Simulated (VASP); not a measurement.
Wanted: the native input for a VASP 6.6.1 run.

- Task: single point
- Functional: PBE
- Potentials or basis: VASP PAW PBE potentials, release 64 (C)
- Cutoff: 520 eV
- k mesh: 24 × 24 × 24
- Occupations: fermi-dirac, width 0.08 eV
- Spin: no spin polarisation
- Dipole correction: no
- Further INCAR settings: ALGO = Normal; EDIFF = 1e-06; NBANDS = 8

The structure of C lies in POSCAR:

```
C
1.0
   -1.1170263253      1.1170263253      1.1170263253
    1.1170263253     -1.1170263253      1.1170263253
    1.1170263253      1.1170263253     -1.1170263253
C
1
Direct
    0.0000000000      0.0000000000      0.0000000000
```

These files were run (other wordings do the same):

INCAR

```
ALGO = Normal
EDIFF = 1E-6
ENCUT = 520
GGA = PE
ISIF = 2
ISMEAR = -1
LASPH = T
LCHARG = F
LREAL = F
LWAVE = F
NBANDS = 8
NELM = 60
PREC = Accurate
SIGMA = 0.08
```

KPOINTS

```
k-points
0
Gamma
  24 24 24
```

Potentials or basis: VASP PAW PBE potentials, release 64 (C).

Launch:

```console
$ cat potpaw_PBE.64/C/POTCAR > POTCAR
$ mpirun -np 1 vasp_std > vasp.out
```

Results of the run:

```yaml
Pressure: 49.3 GPa
Band_gap_on_the_k_mesh: zero (band 2 reaches 22.08 eV, above the bottom of band 3 at 5.79 eV)
```

It took 9.5 s on 1 thread of Intel Xeon 8259CL, on a shared host, peak memory 0.12 GiB.
